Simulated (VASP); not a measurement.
Write the native input for VASP 6.6.1 that does the following.

- Task: single point
- Functional: r2SCAN
- Potentials or basis: VASP PAW PBE potentials, release 64 (Si, O, H)
- Cutoff: 520 eV
- k mesh: 1 × 1 × 1
- Occupations: gaussian, width 0.02 eV
- Spin: no spin polarisation
- Dipole correction: no
- Further INCAR settings: LREAL = Auto; ALGO = Normal; EDIFF = 1e-07; NBANDS = 235

Si23H4O48 (a cell with a defect):

```
CELL_PARAMETERS angstrom
9.83160 0.00000 0.00000
-4.91580 8.51441 0.00000
0.00000 0.00000 10.81820
ATOMIC_POSITIONS crystal
Si 0.26684 0.00098 0.16347
Si 0.00285 0.27037 0.33570
Si 0.23061 0.23541 0.00010
Si 0.26535 0.99775 0.66365
Si 0.99321 0.26636 0.83503
Si 0.23231 0.22851 0.50175
Si 0.26828 0.50274 0.16721
Si 0.99978 0.76761 0.33315
Si 0.23386 0.73303 0.99665
Si 0.99892 0.76669 0.83271
Si 0.23443 0.73561 0.49762
Si 0.76924 0.00430 0.16724
Si 0.49845 0.26709 0.33264
Si 0.72664 0.23202 0.00030
Si 0.76572 0.00123 0.66690
Si 0.49457 0.26577 0.83203
Si 0.73277 0.23381 0.49924
Si 0.76517 0.50083 0.16730
Si 0.50119 0.77037 0.33205
Si 0.73508 0.73690 0.00121
Si 0.76319 0.49956 0.66634
Si 0.50465 0.76921 0.83163
Si 0.73275 0.73549 0.49969
O 0.06877 0.20662 0.44624
O 0.29612 0.36583 0.10991
O 0.14021 0.43474 0.27866
O 0.20246 0.06990 0.05539
O 0.36238 0.29444 0.39136
O 0.43070 0.13842 0.22135
O 0.06543 0.20987 0.94571
O 0.30388 0.35177 0.61665
O 0.13567 0.42902 0.77808
O 0.19971 0.05743 0.54993
O 0.35846 0.29582 0.88797
O 0.42848 0.13645 0.72173
O 0.06790 0.70632 0.44383
O 0.29912 0.86841 0.10315
O 0.13683 0.93004 0.27352
O 0.20408 0.56985 0.05801
O 0.36398 0.79940 0.38658
O 0.43429 0.64068 0.22152
O 0.06775 0.70498 0.94236
O 0.29936 0.86433 0.60902
O 0.13503 0.93004 0.77389
O 0.20585 0.56995 0.55544
O 0.35939 0.78706 0.88338
O 0.45745 0.64843 0.71430
O 0.56833 0.20467 0.44119
O 0.79072 0.36288 0.10970
O 0.63447 0.43318 0.27686
O 0.70322 0.06912 0.05732
O 0.86583 0.29920 0.39139
O 0.93374 0.14158 0.22412
O 0.56175 0.20462 0.94369
O 0.79140 0.36227 0.61097
O 0.63035 0.43231 0.77517
O 0.70537 0.06909 0.55548
O 0.85400 0.29271 0.88822
O 0.93076 0.13663 0.72449
O 0.56846 0.70787 0.44230
O 0.79902 0.86851 0.11014
O 0.63944 0.93563 0.27729
O 0.70548 0.57144 0.05743
O 0.86379 0.79712 0.38999
O 0.93059 0.63562 0.22438
O 0.56975 0.70901 0.94538
O 0.79447 0.86456 0.61073
O 0.63681 0.93933 0.77827
O 0.70413 0.56993 0.55610
O 0.86338 0.79661 0.88968
O 0.92852 0.63351 0.72462
H 0.45041 0.51079 0.72939
H 0.22975 0.35611 0.67555
H 0.30280 0.58497 0.59564
H 0.11633 0.47967 0.70696
```

The input as run:

POSCAR

```
Si23H4O48
1.0
    9.8316000000      0.0000000000      0.0000000000
   -4.9158000000      8.5144150000      0.0000000000
    0.0000000000      0.0000000000     10.8182000000
Si O H
23 48 4
Direct
    0.2668430000      0.0009767400      0.1634700000
    0.0028516000      0.2703680000      0.3357050000
    0.2306050000      0.2354080000      0.0001007300
    0.2653480000      0.9977494000      0.6636500000
    0.9932126000      0.2663560000      0.8350300000
    0.2323110000      0.2285110000      0.5017520000
    0.2682820000      0.5027390000      0.1672110000
    0.9997803800      0.7676140000      0.3331480000
    0.2338640000      0.7330290000      0.9966533000
    0.9989205000      0.7666930000      0.8327140000
    0.2344290000      0.7356140000      0.4976220000
    0.7692410000      0.0042952000      0.1672390000
    0.4984520000      0.2670890000      0.3326380000
    0.7266420000      0.2320240000      0.0002954000
    0.7657180000      0.0012322000      0.6669000000
    0.4945750000      0.2657660000      0.8320270000
    0.7327730000      0.2338080000      0.4992370000
    0.7651740000      0.5008340000      0.1672980000
    0.5011880000      0.7703670000      0.3320530000
    0.7350830000      0.7369020000      0.0012113000
    0.7631940000      0.4995590000      0.6663380000
    0.5046480000      0.7692100000      0.8316280000
    0.7327490000      0.7354920000      0.4996880000
    0.0687650000      0.2066210000      0.4462400000
    0.2961240000      0.3658270000      0.1099080000
    0.1402060000      0.4347450000      0.2786630000
    0.2024600000      0.0698960000      0.0553950000
    0.3623780000      0.2944360000      0.3913610000
    0.4306990000      0.1384180000      0.2213530000
    0.0654320000      0.2098730000      0.9457150000
    0.3038820000      0.3517710000      0.6166480000
    0.1356700000      0.4290170000      0.7780800000
    0.1997120000      0.0574320000      0.5499300000
    0.3584550000      0.2958220000      0.8879650000
    0.4284840000      0.1364520000      0.7217280000
    0.0679010000      0.7063220000      0.4438320000
    0.2991160000      0.8684090000      0.1031500000
    0.1368330000      0.9300380000      0.2735220000
    0.2040780000      0.5698520000      0.0580140000
    0.3639780000      0.7993980000      0.3865800000
    0.4342950000      0.6406840000      0.2215190000
    0.0677460000      0.7049810000      0.9423610000
    0.2993620000      0.8643310000      0.6090240000
    0.1350350000      0.9300380000      0.7738950000
    0.2058530000      0.5699500000      0.5554350000
    0.3593880000      0.7870590000      0.8833780000
    0.4574520000      0.6484340000      0.7143040000
    0.5683340000      0.2046660000      0.4411890000
    0.7907210000      0.3628830000      0.1097040000
    0.6344730000      0.4331810000      0.2768560000
    0.7032200000      0.0691220000      0.0573170000
    0.8658290000      0.2991990000      0.3913950000
    0.9337440000      0.1415760000      0.2241200000
    0.5617480000      0.2046160000      0.9436860000
    0.7914020000      0.3622690000      0.6109670000
    0.6303510000      0.4323090000      0.7751710000
    0.7053660000      0.0690910000      0.5554790000
    0.8539980000      0.2927100000      0.8882170000
    0.9307640000      0.1366270000      0.7244910000
    0.5684650000      0.7078670000      0.4422990000
    0.7990200000      0.8685060000      0.1101390000
    0.6394420000      0.9356300000      0.2772850000
    0.7054800000      0.5714430000      0.0574340000
    0.8637870000      0.7971160000      0.3899890000
    0.9305870000      0.6356190000      0.2243800000
    0.5697540000      0.7090080000      0.9453830000
    0.7944690000      0.8645580000      0.6107280000
    0.6368080000      0.9393260000      0.7782680000
    0.7041320000      0.5699330000      0.5561050000
    0.8633810000      0.7966100000      0.8896810000
    0.9285160000      0.6335080000      0.7246220000
    0.4504065100      0.5107946500      0.7293930800
    0.2297450000      0.3561110000      0.6755540000
    0.3027980000      0.5849670000      0.5956360000
    0.1163320000      0.4796660000      0.7069560000
```

INCAR.step1

```
SYSTEM = Si23H4O48
  PREC = Accurate
  ENCUT = 520
  ISMEAR = 0
  SIGMA = 0.02
  LREAL = Auto
  LASPH = .True.
  NELM = 100
  NBANDS = 235
  GGA = PE
  ALGO = Normal
  EDIFF = 1E-4
  LWAVE = .True.
  LCHARG = .False.
```

INCAR.step2

```
SYSTEM = Si23H4O48
  PREC = Accurate
  ENCUT = 520
  EDIFF = 1E-7
  ISMEAR = 0
  SIGMA = 0.02
  LREAL = Auto
  LASPH = .True.
  NELM = 100
  ALGO = Normal
  ISIF = 2
  LWAVE = .False.
  LCHARG = .False.
  METAGGA = R2SCAN
  LMIXTAU = .True.
  NBANDS = 235
  ISTART = 1
```

KPOINTS

```
Automatic mesh
0
Gamma
  1 1 1
  0 0 0
```

Potentials or basis: VASP PAW PBE potentials, release 64 (Si, O, H).

The run is started by

```console
$ cat potpaw_PBE.64/Si/POTCAR potpaw_PBE.64/O/POTCAR potpaw_PBE.64/H/POTCAR > POTCAR
$ cp INCAR.step1 INCAR
$ mpirun -np 1 vasp_gam > vasp.out
$ cp INCAR.step2 INCAR
$ mpirun -np 1 vasp_gam > vasp.out
```

It gave:

The pressure is -3.2 GPa, the largest force is 5.490 eV/Å and the band gap on the k mesh is 5.91 eV.

Caveat: the k points lie up to 0.74 Å⁻¹ apart; the PAW data sets were made with another functional, which shifts forces and pressure a little.

Wall time 20 min on 1 thread of Intel Xeon 8259CL, with other jobs on the host, peak memory 1.1 GiB.
